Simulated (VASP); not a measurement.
# Ag (Pm-3m) in VASP: relaxation of cell and atoms with PBEsol

Aim: the relaxation of cell and atoms of Ag with PBEsol.

Everything below comes from runs of VASP 6.6.1. Logs are shortened: lines on timing, memory, paths and dates and some standing lists are left out, and cuts for length are marked.

### Step 1. The cell of the first run

It takes space group Pm-3m (No. 221, cubic). The conventional cell has a = 2.660 Å, b = 2.660 Å, c = 2.660 Å, α = 90.00°, β = 90.00°, γ = 90.00°. Within 3.5 Å of Ag (site symmetry m-3m) lie 6 Ag at 2.66 Å.

### Step 2. Relaxation of cell and atoms, PBEsol

The input, INCAR:

```
SYSTEM = Ag
PREC = Accurate
ENCUT = 600
EDIFF = 1E-7
ISMEAR = -1
SIGMA = 0.1
LREAL = .False.
LASPH = .True.
NELM = 100
ALGO = Normal
ISIF = 3
LWAVE = .False.
LCHARG = .False.
GGA = PS
IBRION = 2
NSW = 80
EDIFFG = -0.02
```

The input, KPOINTS:

```
Automatic mesh
0
Gamma
  8 8 8
  0 0 0
```

The input, POSCAR:

```
Ag
1.0
    2.6600000000      0.0000000000      0.0000000000
    0.0000000000      2.6600000000      0.0000000000
    0.0000000000      0.0000000000      2.6600000000
Ag
1
Direct
    0.0000000000      0.0000000000      0.0000000000
```

Potentials or basis: VASP PAW PBE potentials, release 64 (Ag).

Launch:

```
cat potpaw_PBE.64/Ag/POTCAR > POTCAR
mpirun -np 1 vasp_std > vasp.out
```

OUTCAR:

```text
SYSTEM = Ag
   PREC = Accurate
   ENCUT = 600
   EDIFF = 1E-7
   ISMEAR = -1
   LREAL = .False.
   LASPH = .True.
   NELM = 100
   ISIF = 3
   GGA = PS
   IBRION = 2
   NSW = 80
   EDIFFG = -0.02

 ion  position               nearest neighbor table
   1  0.000  0.000  0.000-

  LATTYP: Found a simple cubic cell.
 ALAT       =     2.6600000000

  Lattice vectors:

 A1 = (   2.6600000000,   0.0000000000,   0.0000000000)
 A2 = (   0.0000000000,   2.6600000000,   0.0000000000)
 A3 = (   0.0000000000,   0.0000000000,   2.6600000000)

Analysis of symmetry for initial positions (statically):
=====================================================================
 Subroutine PRICEL returns:
 Original cell was already a primitive cell.

 Routine SETGRP: Setting up the symmetry group for a
 simple cubic supercell.

 Subroutine GETGRP returns: Found 48 space group operations
 (whereof 48 operations were pure point group operations)
 out of a pool of 48 trial point group operations.

The static configuration has the point symmetry O_h .

Analysis of symmetry for dynamics (positions and initial velocities):
=====================================================================
 Subroutine PRICEL returns:
 Original cell was already a primitive cell.

 Routine SETGRP: Setting up the symmetry group for a
 simple cubic supercell.

 Subroutine GETGRP returns: Found 48 space group operations
 (whereof 48 operations were pure point group operations)
 out of a pool of 48 trial point group operations.

The dynamic configuration has the point symmetry O_h .

 Subroutine INISYM returns: Found 48 space group operations
 (whereof 48 operations are pure point group operations),
 and found     1 'primitive' translations

----------------------------------------------------------------------------------------

                                     Primitive cell

  volume of cell :      18.8211

  direct lattice vectors                    reciprocal lattice vectors
     2.660000000  0.000000000  0.000000000     0.375939850  0.000000000  0.000000000
     0.000000000  2.660000000  0.000000000     0.000000000  0.375939850  0.000000000
     0.000000000  0.000000000  2.660000000     0.000000000  0.000000000  0.375939850
[... 88 lines left out ...]
   ISIF   =      3    stress and relaxation
   ISYM   =      2    0-nonsym 1-usesym 2-fastsym
   POTIM  = 0.5000    time-step for ionic-motion
   TEBEG  =    0.0;   TEEND  =   0.0 temperature during run
   PSTRESS=    0.0 pullay stress
   NELECT =      11.0000    total number of electrons
   NUPDOWN=      -1.0000    fix difference up-down
   EMIN   =  10.00;   EMAX   =-10.00  energy-range for DOS
   EFERMI =   0.00;   METHOD = LEGACY
   ISMEAR =    -1;   SIGMA  =   0.10  broadening in eV -4-tet -1-fermi 0-gaus
   EFERMI_NEDOS =   21; number of points for ismear=-14 and -15
   IALGO  =     38    algorithm
   IMIX   =      4    mixing-type and parameters
     AMIX     =   0.40;   BMIX     =  1.00
     AMIX_MAG =   1.60;   BMIX_MAG =  1.00
  volume/ion in A,a.u.               =      18.82       127.01
  Fermi-wavevector in a.u.,A,eV,Ry     =   1.368750  2.586562 25.490191  1.873476
  Thomas-Fermi vector in A             =   2.494686
   LORBIT       =      0    0 simple, 1 ext, 2 COOP (PROOUT), +10 PAW based schemes
   GGA     = PS    functional components
   LHFCALC =     F    Hartree Fock is set to
   AEXX    =    0.0000 exact exchange contribution
   IVDW    =     0    specifies the selected vdW correction
   LEPSILON=     F    determine dielectric tensor
   LRPA    =     F    only Hartree local field effects (RPA)
 conjugate gradient relaxation of ions
 non-spin polarized calculation
  energy-cutoff  :      600.00
  volume of cell :       18.82
 maximum number of plane-waves:       647
 NGX is ok and might be reduce to    24
   NGX = 11   NGY = 11   NGZ = 11

--------------------------------------- Ionic step        1  -------------------------------------------

 number of electron      11.0000003 magnetization

 Free energy of the ion-electron system (eV)
  ---------------------------------------------------
  ext. energy  EPLUGINS =         0.00000000
  ---------------------------------------------------
  free energy    TOTEN  =        -2.92338519 eV

  energy without entropy =       -2.91842047  energy(sigma->0) =       -2.92090283

------------------------ aborting loop because EDIFF is reached ----------------------------------------

  FORCE on cell =-STRESS in cart. coord.  units (eV):
  Direction    XX          YY          ZZ          XY          YZ          ZX
  --------------------------------------------------------------------------------------
  -------------------------------------------------------------------------------------
  Total        0.3310352      0.3310352      0.3310352     -0.0000000      0.0000000      0.0000000
  in kB       28.1799278     28.1799278     28.1799278     -0.0000000      0.0000000      0.0000000
  external PRESSURE =      28.1799278 kB  Pullay stress =       0.0000000 kB
[... 57 lines left out ...]
--------------------------------------- Ionic step        3  -------------------------------------------

 number of electron      11.0000003 magnetization

 Free energy of the ion-electron system (eV)
  ---------------------------------------------------
  ext. energy  EPLUGINS =         0.00000000
  ---------------------------------------------------
  free energy    TOTEN  =        -2.92815336 eV

  energy without entropy =       -2.92383097  energy(sigma->0) =       -2.92599216

 E-fermi :   6.3881     XC(G=0): -11.5702

 val. band max:        5.9810589972   @ k =   0.3750   0.2500   0.1250
 cond. band min:       6.5085744039   @ k =   0.5000   0.1250   0.0000
 fundamental gap:      0.5275154068
 Fermi energy:         6.3880601071

 k-point     1 :       0.0000    0.0000    0.0000
  band No.  band energies     occupation
      1      -0.3166      2.00000
      2       0.5090      2.00000
      3       0.5090      2.00000
      4       3.8061      2.00000
      5       3.8061      2.00000
      6       3.8061      2.00000
      7      20.9074      0.00000
      8      20.9074      0.00000
      9      20.9074      0.00000
[... 265 lines left out ...]
 k-point    24 :       0.5000    0.3750    0.1250
  band No.  band energies     occupation
      1       0.8055      2.00000
      2       1.6965      2.00000
      3       2.5410      2.00000
      4       2.7219      2.00000
      5       4.0856      2.00000
      6      10.0356      0.00000
      7      10.1514      0.00000
      8      16.6685      0.00000
      9      17.6055      0.00000

 [... further k-points ...]
[... 5 lines left out ...]
  --------------------------------------------------------------------------------------
  -------------------------------------------------------------------------------------
  Total        0.0012783      0.0012783      0.0012783     -0.0000000     -0.0000000     -0.0000000
  in kB        0.1056712      0.1056712      0.1056712     -0.0000000     -0.0000000     -0.0000000
  external PRESSURE =       0.1056712 kB  Pullay stress =       0.0000000 kB
[... 16 lines left out ...]
  FREE ENERGIE OF THE ION-ELECTRON SYSTEM (eV)
  ---------------------------------------------------
  free  energy   TOTEN  =        -2.9281533599 eV

  energy  without entropy=       -2.9238309658  energy(sigma->0) =       -2.92599216

 reached required accuracy - stopping structural energy minimisation
```

OSZICAR:

```text
N       E                     dE             d eps       ncg     rms          rms(c)
DAV:   1     0.510722335426E+02    0.51072E+02   -0.60108E+03   630   0.122E+03
DAV:   2    -0.281027151727E+01   -0.53883E+02   -0.51754E+02   651   0.221E+02
DAV:   3    -0.321555442336E+01   -0.40528E+00   -0.40521E+00   738   0.245E+01
[... 22 lines left out ...]
DAV:   3    -0.292841063437E+01    0.93536E-03   -0.19461E-03   636   0.441E-01    0.269E-01
DAV:   4    -0.292815210012E+01    0.25853E-03   -0.49350E-04   644   0.187E-01    0.167E-02
DAV:   5    -0.292815167134E+01    0.42878E-06   -0.50403E-06   636   0.224E-02    0.616E-03
DAV:   6    -0.292815334322E+01   -0.16719E-05   -0.92427E-07   660   0.842E-03    0.809E-04
DAV:   7    -0.292815335993E+01   -0.16710E-07   -0.10222E-08   349   0.923E-04
   3 F= -.29281534E+01 E0= -.29259922E+01  d E =-.476817E-02
```

It took 11 s on 1 thread of Intel Xeon Platinum 8259CL at 2.50GHz (Skylake/Cascade Lake), shared host; peak memory 0.15 GiB.

What came out:

| Property | Result |
| --- | --- |
| Free energy | -2.9282 eV |
| Relaxed volume | 19.38 Å³/atom |
| Relaxed cell | a = 2.686 Å, b = 2.686 Å, c = 2.686 Å, α = 90.00°, β = 90.00°, γ = 90.00° |
| Space group after relaxing (to 0.05 Å) | Pm-3m (No. 221) |
| Energy gained by relaxing | 4.8 meV/atom |
| Ionic steps | 3 |
| Pressure after relaxing | 0.0 GPa |

The path:
```
step  energy change (eV)  largest force (eV/Å)  pressure (GPa)  volume (Å³)
   1              0.0000                0.0000            2.82        18.82
   2             -0.0030                0.0000           -1.53        19.74
   3             -0.0048                0.0000            0.01        19.38
```

Final structure:
```xyz
1
Lattice="2.6862 0.0000 0.0000 0.0000 2.6862 0.0000 0.0000 0.0000 2.6862" Properties=species:S:1:pos:R:3 pbc="T T T"
Ag    0.0000    0.0000    0.0000
```

Levels at points of the mesh, in eV from the Fermi level:
```tsv
k point	band 1	band 2	band 3	band 4	band 5	band 6	band 7	band 8	band 9
(0.00, 0.00, 0.00)	-6.70	-5.88	-5.88	-2.58	-2.58	-2.58	14.52	14.52	14.52
(0.50, 0.00, 0.00)	-5.54	-5.26	-3.66	-3.66	-2.48	-0.61	2.06	17.36	19.45
(0.50, 0.50, 0.00)	-5.88	-5.03	-3.46	-3.46	-1.74	4.00	4.00	8.15	9.95
(0.50, 0.50, 0.50)	-5.29	-5.29	-5.29	-1.68	-1.68	8.91	8.91	8.91	10.31
```

Caveat: the PAW data sets were made with another functional, which shifts forces and pressure a little.
